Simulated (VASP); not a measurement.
**K: relaxation of cell and atoms with PBEsol**

The system is K.

```
CELL_PARAMETERS angstrom
-2.69756 2.69756 2.69756
2.69756 -2.69756 2.69756
2.69756 2.69756 -2.69756
ATOMIC_POSITIONS crystal
K 0.00000 0.00000 0.00000
```

```json
{
  "Program": "VASP 6.6.1",
  "Task": "relaxation of cell and atoms",
  "Functional": "PBEsol",
  "Potentials or basis": "VASP PAW PBE potentials, release 64 (K_sv)",
  "Cutoff": "600 eV",
  "k mesh": "7 × 7 × 7",
  "Occupations": "fermi-dirac, width 0.05 eV",
  "Spin": "no spin polarisation",
  "Target pressure": "2 GPa",
  "Dipole correction": "no",
  "Further INCAR settings": "ALGO = Fast; EDIFF = 1e-07; IBRION = 2; EDIFFG = -0.01; NSW = 60; ISIF = 3"
}
```

```yaml
Relaxed_volume: 52.19 Å³/atom
Relaxed_cell: a = 4.077 Å, b = 4.077 Å, c = 4.077 Å, α = 109.47°, β = 109.47°, γ = 109.47°
Space_group_after_relaxing_to_0.05_Å: Im-3m (No. 229)
Energy_change_on_relaxing_the_enthalpy_is_what_falls: +83.3 meV/atom
Ionic_steps: 6
Pressure_after_relaxing: 2.0 GPa
```

Step by step:
| step | energy change (eV) | largest force (eV/Å) | pressure (GPa) | volume (Å³) |
| --- | --- | --- | --- | --- |
| 1 | 0.0000 | 0.0000 | -0.32 | 78.52 |
| 2 | -0.0045 | 0.0000 | 0.28 | 66.31 |
| 3 | 0.0414 | 0.0000 | 1.31 | 56.27 |
| 4 | 0.3919 | 0.0000 | 6.50 | 39.35 |
| 5 | 0.0742 | 0.0000 | 1.86 | 52.94 |
| 6 | 0.0833 | 0.0000 | 2.01 | 52.19 |

Final structure:
```cif
data_structure
_symmetry_space_group_name_H-M 'P 1'
_symmetry_Int_Tables_number 1
_cell_length_a 4.0775
_cell_length_b 4.0775
_cell_length_c 4.0775
_cell_angle_alpha 109.471
_cell_angle_beta 109.471
_cell_angle_gamma 109.471
_cell_volume 52.19
loop_
_atom_site_label
_atom_site_type_symbol
_atom_site_fract_x
_atom_site_fract_y
_atom_site_fract_z
_atom_site_occupancy
K1 K 0.00000 0.00000 0.00000 1
```

Levels at points of the mesh, in eV from the Fermi level:
```
           k point  band 3  band 4  band 5  band 6  band 7  band 8
(0.00, 0.00, 0.00)  -15.30  -15.30   -2.67    4.59    4.59    4.59
```

It used 570 s of CPU time on 1 thread of AMD EPYC 7R13 Processor (Zen 3), with other jobs on the host.

Caveat: the cell is relaxed towards a set pressure, so the enthalpy falls and the energy may rise; the volume moved by over 15 % at a fixed basis, so the end points are rough; the PAW data sets were made with another functional, which shifts forces and pressure a little.
